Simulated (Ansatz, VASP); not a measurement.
## One calculation of Eu, two programs

```
Eu
1.0
    -2.22747    2.22747    2.22747
     2.22747   -2.22747    2.22747
     2.22747    2.22747   -2.22747
Eu
1
Direct
  0.00000 0.00000 0.00000
```

Alike in both runs: task single point; functional r2SCAN; k mesh 10 × 10 × 10; occupations methfessel-paxton of order 1, width 0.03 eV; collinear spin.

|  | VASP | Ansatz |
| --- | --- | --- |
| version | VASP 6.6.1 | Ansatz 0.2.0 |
| potentials or method | VASP PAW PBE potentials, release 64 (Eu), cutoff 520 eV | plane waves (500 eV) with PAW, scalar-relativistic |
| valence electrons in the cell | 17 | 17 |

|  | VASP | Ansatz | Ansatz less VASP |
| --- | --- | --- | --- |
| pressure (GPa) | -0.4 | 0.0 | +0.41 |
| net moment per atom (μB) | 7.64 | 7.85 | +0.214 |
| size of the moment on the site where the two differ most (μB) | 6.68 | 7.31 | +0.624 |

The net moments are unlike, so the other rows may belong to different states. VASP's potentials were made for PBE, not for r2SCAN. Site moments also hang on the region over which each program counts them. Ansatz's warnings: stability check not made.

Neither program's run includes spin-orbit coupling.
